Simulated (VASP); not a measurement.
## Mo: single point with r2SCAN

The system is Mo.

```
CELL_PARAMETERS angstrom
-1.61813 1.61813 1.52387
1.61813 -1.61813 1.52387
1.61813 1.61813 -1.52387
ATOMIC_POSITIONS crystal
Mo 0.00000 0.00000 0.00000
```

This cell differs from its parent crystal: strain +0.030 along x and y, -0.030 along z.

```
Program             : VASP 6.6.1
Task                : single point
Functional          : r2SCAN
Potentials or basis : VASP PAW PBE potentials, release 64 (Mo_sv)
Cutoff              : 520 eV
k mesh              : 22 × 22 × 22
Occupations         : gaussian, width 0.15 eV
Spin                : no spin polarisation
```

```
Pressure               : -3.8 GPa
Band gap on the k mesh : zero (band 7 reaches 16.19 eV, above the bottom of band 8 at 10.94 eV)
```

Stress tensor (GPa, compression positive):
```
-10.13   0.00   0.00
  0.00 -10.13   0.00
  0.00   0.00   8.91
```

Levels at points of the mesh, in eV from the Fermi level:
| k point | band 5 | band 6 | band 7 | band 8 | band 9 | band 10 |
| --- | --- | --- | --- | --- | --- | --- |
| (0.00, 0.00, 0.00) | -7.59 | -1.85 | -1.10 | -1.10 | 1.36 | 2.31 |
| (0.50, 0.00, 0.00) | -5.49 | -3.72 | 1.69 | 1.89 | 2.92 | 4.78 |
| (0.50, 0.50, 0.00) | -5.42 | -2.93 | 1.16 | 1.21 | 2.25 | 4.69 |
| (0.50, 0.50, 0.50) | -5.55 | -5.41 | 3.97 | 3.97 | 4.16 | 8.76 |

Wall time 7.9 min on 1 thread of Intel(R) Xeon(R) Platinum 8375C CPU @ 2.90GHz (Ice Lake), on a shared host, peak memory 0.27 GiB.

Caveat: the cell differs from its parent crystal (strain +0.030 along x and y, -0.030 along z); the PAW data sets were made with another functional, which shifts forces and pressure a little.
